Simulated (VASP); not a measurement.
A run of VASP 6.6.1 is set up as follows.

Contents of INCAR:

```
PREC = Accurate
ENCUT = 520
EDIFF = 1E-6
ISMEAR = 0
SIGMA = 0.01
LREAL = F
LASPH = T
NELM = 60
ALGO = Normal
ISIF = 2
LWAVE = F
LCHARG = F
GGA = PE
IVDW = 12
NBANDS = 28
```

Contents of KPOINTS:

```
Automatic mesh
0
Gamma
  10 10 8
```

POSCAR

```
SnSe
1.0
    2.1296060464     -5.8758521964      0.0000000000
    2.1296060464      5.8758521964      0.0000000000
    0.0000000000      0.0000000000      4.2574222311
Sn Se
2 2
Direct
    0.8751103337      0.1248896663      0.2500000000
    0.1248896663      0.8751103337      0.7500000000
    0.6422380051      0.3577619949      0.2500000000
    0.3577619949      0.6422380051      0.7500000000
```

Potentials or basis: VASP PAW PBE potentials, release 64 (Sn_d, Se).

Command:

```sh
$ cat potpaw_PBE.64/Sn_d/POTCAR potpaw_PBE.64/Se/POTCAR > POTCAR
$ mpirun -np 1 vasp_std > vasp.out
```

Question: Estimate the largest force.

Answer: 0.008 eV/Å.

Question: Predict the band gap on the k mesh.

Answer: 0.35 eV, indirect (least direct gap 0.63 eV).

Question: What does it give for the pressure?

Answer: -1.0 GPa.

Forces in eV/Å, atoms in the order of the input:
```
Sn   0.000 -0.008  0.000
Sn   0.000  0.008  0.000
Se   0.000  0.005  0.000
Se   0.000 -0.005  0.000
```

Caveat: spin-orbit coupling is left out, which moves the levels of the heavy elements. A k mesh can miss the band edges.
